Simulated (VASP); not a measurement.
Set up this calculation in VASP 6.6.1, as the native input.

| Quantity | Value |
| --- | --- |
| Task | single point |
| Functional | PBEsol |
| Potentials or basis | VASP PAW PBE potentials, release 64 (Ti_sv, Al) |
| Cutoff | 520 eV |
| k mesh | 22 × 22 × 22 |
| Occupations | gaussian, width 0.15 eV |
| Spin | no spin polarisation |
| Dipole correction | no |
| Further INCAR settings | ALGO = Fast; EDIFF = 1e-07; NBANDS = 14 |

The structure of TiAl lies in POSCAR:

```
TiAl
1.0
    3.1997188221      0.0000000000      0.0000000000
    0.0000000000      3.1997188221      0.0000000000
    0.0000000000      0.0000000000      3.0717300692
Ti Al
1 1
Direct
    0.0000000000      0.0000000000      0.0000000000
    0.5000000000      0.5000000000      0.5000000000
```

This cell differs from its parent crystal: ratio of the length along z to the lengths across it x 0.96, volume and fractional coordinates fixed.

The input as run:

INCAR

```
PREC = Accurate
ENCUT = 520
EDIFF = 1E-7
ISMEAR = 0
SIGMA = 0.15
LREAL = False
LASPH = True
NELM = 60
ALGO = Fast
ISIF = 2
LWAVE = False
LCHARG = False
GGA = PS
NBANDS = 14
```

KPOINTS

```
Automatic mesh
0
Gamma
  22 22 22
```

Potentials or basis: VASP PAW PBE potentials, release 64 (Ti_sv, Al).

Command:

```bash
$ cat potpaw_PBE.64/Ti_sv/POTCAR potpaw_PBE.64/Al/POTCAR > POTCAR
$ mpirun -np 1 vasp_std > vasp.out
```

It gave:

* Pressure: 0.1 GPa
* Band gap on the k mesh: zero (an odd number of electrons rules out a gap without spin polarisation)

Caveat: the PAW data sets were made with another functional, which shifts forces and pressure a little.

Wall time 13 min on 1 thread of Intel Xeon 8259CL (shared host), peak memory 0.51 GiB.
